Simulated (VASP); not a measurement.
NaYHf2F6, 10 atoms in the cell. The structure is cubic, space group Fm-3m (No. 225). Conventional cell: a = 8.080 Å, b = 8.080 Å, c = 8.080 Å, α = 90.00°, β = 90.00°, γ = 90.00°. F (site symmetry 4mm) has 1 Y at 1.97 Å and 1 Na at 2.07 Å within 2.6 Å. Na (site symmetry m-3m) has 6 F at 2.07 Å within 2.7 Å. Y (site symmetry m-3m) has 6 F at 1.97 Å within 2.6 Å. Within 3.8 Å of Hf (site symmetry -43m) lie 12 F at 2.86 Å and 4 Na at 3.50 Å and 4 Y at 3.50 Å. 

| Property | Result |
| --- | --- |
| Program | VASP 6.6.1 |
| Task | relaxation of cell and atoms |
| Functional | PBE |
| Potentials or basis | VASP PAW PBE potentials, release 64 (F, Na_pv, Y_sv, Hf_pv) |
| Cutoff | 600 eV |
| k mesh | 7 × 7 × 7 |
| Occupations | gaussian, width 0.1282 eV |
| Spin | no spin polarisation |
| Dipole correction | no |
| Further INCAR settings | ALGO = Normal; EDIFF = 1e-07; IBRION = 2; EDIFFG = -0.03; NSW = 100; ISIF = 3 |

Potentials or basis: VASP PAW PBE potentials, release 64 (F, Na_pv, Y_sv, Hf_pv).

The run is started by

```console
$ cat potpaw_PBE.64/F/POTCAR potpaw_PBE.64/Na_pv/POTCAR potpaw_PBE.64/Y_sv/POTCAR potpaw_PBE.64/Hf_pv/POTCAR > POTCAR
$ mpirun -np 1 vasp_std > vasp.out
```

Hardware: 1 thread of AMD EPYC 9R45 96-Core Processor (Zen 5) (shared host).

Q: Estimate the wall time of this run.

A: Wall time 22 min on 1 thread of AMD EPYC 9R45 96-Core Processor (Zen 5), with other jobs on the host, peak memory 0.44 GiB. Counts: scf iterations 119, k points 20, ion steps 9.
